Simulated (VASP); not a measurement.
# SrO (P1) in VASP: further runs, part 2 of 3

VASP 6.6.1. Earlier steps stand in the parts before.

## (3) Single point, PBEsol

File INCAR:

```
ALGO = Normal
EDIFF = 1E-6
ENCUT = 520
GGA = PS
ISIF = 2
ISMEAR = -1
LASPH = True
LCHARG = True
LELF = True
LREAL = Auto
LVHAR = True
LWAVE = False
NBANDS = 78
NELM = 60
PREC = Accurate
SIGMA = 0.2241
```

File KPOINTS:

```
Automatic mesh
0
Gamma
  2 2 2
  0.5 0.5 0.5
```

File POSCAR:

```
SrO
1.0
   -5.3055068814      5.3055068814      0.0000000000
   -5.3055068814      0.0000000000      5.3055068814
    0.0000000000      5.3055068814      5.3055068814
Sr O
8 8
Direct
    0.0101640618     -0.0266842553      0.0341783554
    0.4610337060      0.0459958879      0.0056201039
   -0.0069462732      0.5330858226      0.0008814426
    0.0293421540      0.0087377137      0.4619805524
    0.4825536103      0.5128952918     -0.0609303705
    0.4508499477      0.0839901842      0.4262688845
   -0.0119613453      0.4703722106      0.5200586978
    0.5375530677      0.5425282757      0.4487476038
    0.7600297371      0.7125679194      0.7825949702
    0.2110208365      0.7905624465      0.7409873529
    0.7249116034      0.3202079534      0.7007966596
    0.7447302564      0.7977246274      0.2250176141
    0.2767853351      0.2203172149      0.7181312898
    0.2811216785      0.7894555777      0.2260466392
    0.8049329867      0.2557142098      0.1823253690
    0.2509077888      0.3493385347      0.2032233723
```

Potentials or basis: VASP PAW PBE potentials, release 64 (Sr_sv, O).

Command:

```
$ cat potpaw_PBE.64/Sr_sv/POTCAR potpaw_PBE.64/O/POTCAR > POTCAR
$ mpirun -np 1 vasp_std > vasp.out
```

OUTCAR:

```text
EDIFF = 1E-6
   ENCUT = 520
   GGA = PS
   ISIF = 2
   ISMEAR = -1
   LASPH = True
   LREAL = Auto
   NELM = 60
   PREC = Accurate

 ion  position               nearest neighbor table
   1  0.010  0.973  0.034-  15 2.34  12 2.37  14 2.50  10 2.57  13 2.76  11 3.30   4 3.43   3 3.50
                             5 3.56   2 3.58   6 3.68   7 3.72   7 3.80   2 3.98   3 4.02   6 4.04
   2  0.461  0.046  0.006-  14 2.33  13 2.57  12 2.68  16 2.70  11 2.87   9 2.99   6 3.27   4 3.34
                             5 3.36   1 3.58   8 3.58   3 3.58   3 3.92   1 3.98   8 3.98   4 4.18
   3  0.993  0.533  0.001-   9 2.42  16 2.47  15 2.52  10 2.53  12 2.60  13 3.16   8 3.39   5 3.40
                             1 3.50   2 3.58   7 3.67   4 3.71   4 3.82   7 3.88   2 3.92   1 4.02
   4  0.029  0.009  0.462-  14 2.42  10 2.47  15 2.68  11 2.94   9 3.02  16 3.02   2 3.34   6 3.34
                             1 3.43   7 3.55   8 3.66   3 3.71   3 3.82   8 3.85   7 3.99   1 4.10
   5  0.483  0.513  0.939-  16 2.17  11 2.30  10 2.53   9 2.62  15 3.02  14 3.05   2 3.36   8 3.39
                             3 3.40   6 3.45   7 3.50   1 3.56   1 4.06   7 4.06   6 4.08   3 4.16
   6  0.451  0.084  0.426-  16 2.28  13 2.36  12 2.63  10 2.86  15 2.88   7 3.24   2 3.27   4 3.34
                             5 3.45   9 3.55   1 3.68   8 3.71   8 3.90   1 4.04   5 4.08   4 4.22
   7  0.988  0.470  0.520-  11 2.24  16 2.46  13 2.61   9 2.69  12 2.90   6 3.24  14 3.25   8 3.42
                             5 3.50   4 3.55   3 3.67   1 3.72   1 3.80   3 3.88   4 3.99   5 4.06
   8  0.538  0.543  0.449-  11 2.34  12 2.46  14 2.55  10 2.90  15 2.94  13 3.11   3 3.39   5 3.39
                             7 3.42   2 3.58   4 3.66   6 3.71   4 3.85   6 3.90   2 3.98   3 4.11
   9  0.760  0.713  0.783-   3 2.42   5 2.62   7 2.69   2 2.99   4 3.02   6 3.55
  10  0.211  0.791  0.741-   4 2.47   5 2.53   3 2.53   1 2.57   6 2.86   8 2.90
  11  0.725  0.320  0.701-   7 2.24   5 2.30   8 2.34   2 2.87   4 2.94   1 3.30
  12  0.745  0.798  0.225-   1 2.37   8 2.46   3 2.60   6 2.63   2 2.68   7 2.90
  13  0.277  0.220  0.718-   6 2.36   2 2.57   7 2.61   1 2.76   8 3.11   3 3.16
  14  0.281  0.789  0.226-   2 2.33   4 2.42   1 2.50   8 2.55   5 3.05   7 3.25
  15  0.805  0.256  0.182-   1 2.34   3 2.52   4 2.68   6 2.88   8 2.94   5 3.02
  16  0.251  0.349  0.203-   5 2.17   6 2.28   7 2.46   3 2.47   2 2.70   4 3.02

  LATTYP: Found a face centered cubic cell.
 ALAT       =    10.6110137628

  Lattice vectors:

 A1 = (  -5.3055068814,   5.3055068814,   0.0000000000)
 A2 = (  -5.3055068814,   0.0000000000,   5.3055068814)
 A3 = (   0.0000000000,   5.3055068814,   5.3055068814)

Analysis of symmetry for initial positions (statically):
=====================================================================
 Subroutine PRICEL returns:
 Original cell was already a primitive cell.

 Routine SETGRP: Setting up the symmetry group for a
 face centered cubic supercell.

 Subroutine GETGRP returns: Found  1 space group operations
 (whereof  1 operations were pure point group operations)
 out of a pool of 48 trial point group operations.

The static configuration has the point symmetry C_1 .

Analysis of symmetry for dynamics (positions and initial velocities):
=====================================================================
 Subroutine PRICEL returns:
 Original cell was already a primitive cell.

 Routine SETGRP: Setting up the symmetry group for a
 face centered cubic supercell.

 Subroutine GETGRP returns: Found  1 space group operations
 (whereof  1 operations were pure point group operations)
 out of a pool of 48 trial point group operations.

The dynamic configuration has the point symmetry C_1 .

[... 101 lines left out ...]
   total plane-waves  NPLWV = 175616
   dimension x,y,z NGX =    56 NGY =   56 NGZ =   56
   dimension x,y,z NGXF=   112 NGYF=  112 NGZF=  112
   ions per type =               8   8
   NGX,Y,Z   is equivalent  to a cutoff of  12.41, 12.41, 12.41 a.u.
   NGXF,Y,Z  is equivalent  to a cutoff of  24.82, 24.82, 24.82 a.u.
 SYSTEM =  unknown system
   PREC   = accura    normal or accurate (medium, high low for compatibility)
   ISTART =      0    job   : 0-new  1-cont  2-samecut
   ICHARG =      2    charge: 1-file 2-atom 10-const
   ISPIN  =      1    spin polarized calculation?
   LNONCOLLINEAR =      F non collinear calculations
   LSORBIT =      F    spin-orbit coupling
   LASPH  =      T    aspherical Exc in radial PAW
   ENCUT  =  520.0 eV  38.22 Ry    6.18 a.u.  13.95 13.95 13.95*2*pi/ulx,y,z
   NELM   =     60;   NELMIN=  2; NELMDL= -5     # of ELM steps
   EDIFF  = 0.1E-05   stopping-criterion for ELM
   LREAL  =      T    real-space projection
   EDIFFG = 0.1E-04   stopping-criterion for IOM
   NSW    =      0    number of steps for IOM
   IBRION =     -1    ionic relax: 0-MD 1-quasi-New 2-CG
   NFREE  =      0    steps in history (QN), initial steepest desc. (CG)
   ISIF   =      2    stress and relaxation
   ISYM   =      2    0-nonsym 1-usesym 2-fastsym
   POTIM  = 0.5000    time-step for ionic-motion
   TEBEG  =    0.0;   TEEND  =   0.0 temperature during run
   PSTRESS=    0.0 pullay stress
   NELECT =     128.0000    total number of electrons
   NUPDOWN=      -1.0000    fix difference up-down
   EMIN   =  10.00;   EMAX   =-10.00  energy-range for DOS
   EFERMI =   0.00;   METHOD = LEGACY
   ISMEAR =    -1;   SIGMA  =   0.22  broadening in eV -4-tet -1-fermi 0-gaus
   EFERMI_NEDOS =   21; number of points for ismear=-14 and -15
   IALGO  =     38    algorithm
   IMIX   =      4    mixing-type and parameters
     AMIX     =   0.40;   BMIX     =  1.00
     AMIX_MAG =   1.60;   BMIX_MAG =  1.00
  volume/ion in A,a.u.               =      18.67       125.98
  Fermi-wavevector in a.u.,A,eV,Ry     =   1.234264  2.332420 20.727207  1.523407
  Thomas-Fermi vector in A             =   2.368961
   LORBIT       =      0    0 simple, 1 ext, 2 COOP (PROOUT), +10 PAW based schemes
   GGA     = PS    functional components
   LHFCALC =     F    Hartree Fock is set to
   AEXX    =    0.0000 exact exchange contribution
   IVDW    =     0    specifies the selected vdW correction
   LEPSILON=     F    determine dielectric tensor
   LRPA    =     F    only Hartree local field effects (RPA)
 non-spin polarized calculation
  energy-cutoff  :      520.00
  volume of cell :      298.68
 maximum number of plane-waves:      8050
   NGX = 27   NGY = 27   NGZ = 27

 number of electron     127.9999999 magnetization

 Free energy of the ion-electron system (eV)
  ---------------------------------------------------
  ext. energy  EPLUGINS =         0.00000000
  ---------------------------------------------------
  free energy    TOTEN  =       -96.04147679 eV

  energy without entropy =      -96.02654580  energy(sigma->0) =      -96.03401130

 E-fermi :   3.1962     XC(G=0):  -9.7603

 val. band max:        1.7256147779   @ k =   0.2500   0.2500   0.2500
 cond. band min:       4.3948391080   @ k =   0.2500   0.2500   0.2500
 fundamental gap:      2.6692243301
 Fermi energy:         3.1962147790

 k-point     1 :       0.2500    0.2500    0.2500
  band No.  band energies     occupation
      1     -32.0606      2.00000
      2     -31.8595      2.00000
      3     -31.7388      2.00000
      4     -31.6577      2.00000
      5     -31.3994      2.00000
      6     -31.0594      2.00000
[... 1253 lines left out ...]
     75       6.9418      0.00000
     76       7.1681      0.00000
 [bands above 76 left out]

------------------------ aborting loop because EDIFF is reached ----------------------------------------

  FORCE on cell =-STRESS in cart. coord.  units (eV):
  Direction    XX          YY          ZZ          XY          YZ          ZX
  --------------------------------------------------------------------------------------
  -------------------------------------------------------------------------------------
  Total        1.6936042     -2.2031676     -3.0438181     -0.3004147     -0.4260216      2.0278041
  in kB        9.0847266    -11.8180948    -16.3274602     -1.6114661     -2.2852384     10.8774212
  external PRESSURE =      -6.3536095 kB  Pullay stress =       0.0000000 kB

 VOLUME and BASIS-vectors are now :
 -----------------------------------------------------------------------------
  energy-cutoff  :      520.00
  volume of cell :      298.68
      direct lattice vectors                 reciprocal lattice vectors
    -5.305506881  5.305506881  0.000000000    -0.094241702  0.094241702 -0.094241702
    -5.305506881  0.000000000  5.305506881    -0.094241702 -0.094241702  0.094241702
     0.000000000  5.305506881  5.305506881     0.094241702  0.094241702  0.094241702

 POSITION                                       TOTAL-FORCE (eV/Angst)
 -----------------------------------------------------------------------------------
     -5.21786      0.23526      5.34527        -1.166375     -0.545946     -0.561385
     -2.69005      2.47583      0.27385        -0.770900     -0.704347     -2.818107
     -8.09694      5.27333      2.83297         0.374376     -2.098247     -0.573320
     -0.20203      2.60672      2.49740         2.233599     -0.243889      0.843236
     -5.28136      7.54243      7.70341        -4.081349      0.746838      1.403920
     -2.83760      4.65356      2.70718        -0.289771      3.495727      0.211178
[... 8 lines left out ...]
     -5.62727      5.23791      2.32402         0.615131      0.639511      1.212115
     -3.18461      2.40940      2.93162         2.867917     -0.117408     -0.414287
 -----------------------------------------------------------------------------------
    total drift:                                0.009895     -0.012849      0.008369

  FREE ENERGIE OF THE ION-ELECTRON SYSTEM (eV)
  ---------------------------------------------------
  free  energy   TOTEN  =       -96.0414767946 eV

  energy  without entropy=      -96.0265458013  energy(sigma->0) =      -96.03401130
```

Wall time 8.1 min (1 thread of Intel Xeon Platinum 8559C (Emerald Rapids), shared host); peak memory 0.54 GiB.

Results:

- Free energy: -96.0415 eV
- Pressure: -0.6 GPa
- Largest force: 4.380 eV/Å
- Band gap on the k mesh: 2.67 eV

Forces on the atoms (eV/Å):
```
Sr  -1.166 -0.546 -0.561
Sr  -0.771 -0.704 -2.818
Sr   0.374 -2.098 -0.573
Sr   2.234 -0.244  0.843
Sr  -4.081  0.747  1.404
Sr  -0.290  3.496  0.211
Sr  -1.687  0.722  2.074
Sr   1.183 -1.274 -0.522
O   -0.816 -0.472 -0.308
O   -0.546 -0.109 -0.843
O    1.105  0.241 -1.042
O    0.872 -0.075  0.072
O   -0.292 -0.162  0.581
O    0.398 -0.043  0.684
O    0.615  0.640  1.212
O    2.868 -0.117 -0.414
```

Caveat: the atoms stand as in a frame of molecular dynamics; the PAW data sets were made with another functional, which shifts forces and pressure a little; a shifted mesh leaves out Γ, where band edges can lie. A k mesh can miss the band edges.

[end of part 2 of 3]
